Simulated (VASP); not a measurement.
Input of a VASP 6.6.1 run:

Contents of INCAR:

```
ALGO = Normal
EDIFF = 1E-6
ENCUT = 520
GGA = PE
ISIF = 2
ISMEAR = 0
LASPH = True
LCHARG = False
LREAL = False
LWAVE = False
NBANDS = 17
NELM = 60
PREC = Accurate
SIGMA = 0.01
```

The input KPOINTS:

```
k-points
0
Gamma
  10 10 10
```

Contents of POSCAR:

```
SnTe
1.0
    0.0000000000      3.1072530399      3.1072530399
    3.1072530399      0.0000000000      3.1072530399
    3.1072530399      3.1072530399      0.0000000000
Sn Te
1 1
Direct
    0.0000000000      0.0000000000      0.0000000000
    0.5000000000      0.5000000000      0.5000000000
```

Potentials or basis: VASP PAW PBE potentials, release 64 (Sn_d, Te).

Command:

```console
$ cat potpaw_PBE.64/Sn_d/POTCAR potpaw_PBE.64/Te/POTCAR > POTCAR
$ mpirun -np 1 vasp_std > vasp.out
```

What does it give for the band gap on the k mesh?

0.23 eV.

Predict the pressure.

4.6 GPa.

Caveat: the cell stands under pressure; spin-orbit coupling is left out, which moves the levels of the heavy elements. A k mesh can miss the band edges.
